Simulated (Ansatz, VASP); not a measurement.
# Au: VASP beside Ansatz

Contents of INCAR:

```
ALGO     = Fast           # electronic algorithm
EDIFF    = 1E-6           # SCF threshold, eV
ENCUT    = 520            # plane-wave cutoff, eV
GGA      = RP             # functional
ISIF     = 2              # what is computed and relaxed
ISMEAR   = -1             # smearing method
ISPIN    = 2              # spin polarisation
IVDW     = 13             # dispersion correction
LASPH    = T              # aspherical terms in the spheres
LCHARG   = T              # write CHGCAR
LDAU     = T              # DFT+U
LDAUJ    = 0            
LDAUL    = 2              # shell
LDAUPRINT= 1            
LDAUTYPE = 2            
LDAUU    = 3              # U, eV
LELF     = T              # ELF
LMAXMIX  = 4              # l up to which the mixer works
LORBIT   = 11             # projections on sites
LREAL    = F              # projectors in reciprocal space
LVHAR    = T            
LWAVE    = F              # write WAVECAR
MAGMOM   = 2              # initial moments
NBANDS   = 16             # bands
NELM     = 150            # most SCF steps
NUPDOWN  = 2.0            # fixed moment
PREC     = Accurate       # precision mode
SIGMA    = 0.02           # smearing width, eV
```

File KPOINTS:

```
k-points
0
Gamma
  11 11 11
```

The input POSCAR:

```
Au
1.0
    0.0061675773      2.0290725480      2.0467146176
    2.0896974073      0.0102967437      2.0425854512
    2.0883918176      2.0236377920      0.0116023334
Au
1
Direct
   -0.0089470000      0.0054120000     -0.0062730000
```

The input input.yaml:

```yaml
crystal:
  lattice:
    - [0.0061675773, 2.029072548, 2.0467146176]
    - [2.0896974073, 0.0102967437, 2.0425854512]
    - [2.0883918176, 2.023637792, 0.0116023334]
  atoms:
    - { symbol: Au, position: [-0.008947, 0.005412, -0.006273], spin: 2.0 }
kpoints:
  mp_grid: { grid: [11, 11, 11] }
scf:
  occupations: { method: fermi_dirac, width: 0.02 }
hamiltonian:
  xc: rpbe
  dispersion: d4
  pseudopotentials: { kind: all_electron, lapw: { basis_error: 0.001 } }
  hubbard:
    sites: [{ species: Au, l: d, u_eff: 3 }]
    double_counting: fll
    projectors: ortho-atomic
magnetization:
  spin_polarized: true
  initial_magnetization: 2.0
  spin_locking: { lock_magnetization: hard }
output:
  forces: true
  stress: true
  eigenvalues: true
  hubbard: {}
```

Change from the starting cell: volume scaled by 1.02.

Alike in both runs: task single point; functional RPBE; dispersion D4; k mesh 11 × 11 × 11; occupations fermi-dirac, width 0.02 eV; collinear spin; fixed moment 2 μB; Hubbard terms Au d U = 3.0 eV.

|  | VASP | Ansatz |
| --- | --- | --- |
| version | VASP 6.6.1 | Ansatz 0.2.0 |
| potentials or method | VASP PAW PBE potentials, release 64 (Au), cutoff 520 eV | all-electron LAPW, scalar-relativistic |

|  | VASP | Ansatz | Ansatz less VASP |
| --- | --- | --- | --- |
| pressure (GPa) | 30.8 | 35.8 | +5.01 |
| traceless stress, the component that is largest in VASP (GPa) | -0.26 | 0.00 | +0.258 |
| size of the moment on the site where the two differ most (μB) | 1.65 | 1.74 | +0.087 |

VASP's potentials were made for PBE, not for RPBE. Site moments also hang on the region over which each program counts them. The programs project onto different local orbitals, so the same U acts differently, and such runs can settle in different states. The pressures are high and differ by over a tenth, so treat them with care. Ansatz ran all-electron here, and VASP with PAW potentials.

Neither program's run includes spin-orbit coupling. Noted on Ansatz's run: U is the effective U less J, on atomic orbitals that reach past the spheres.
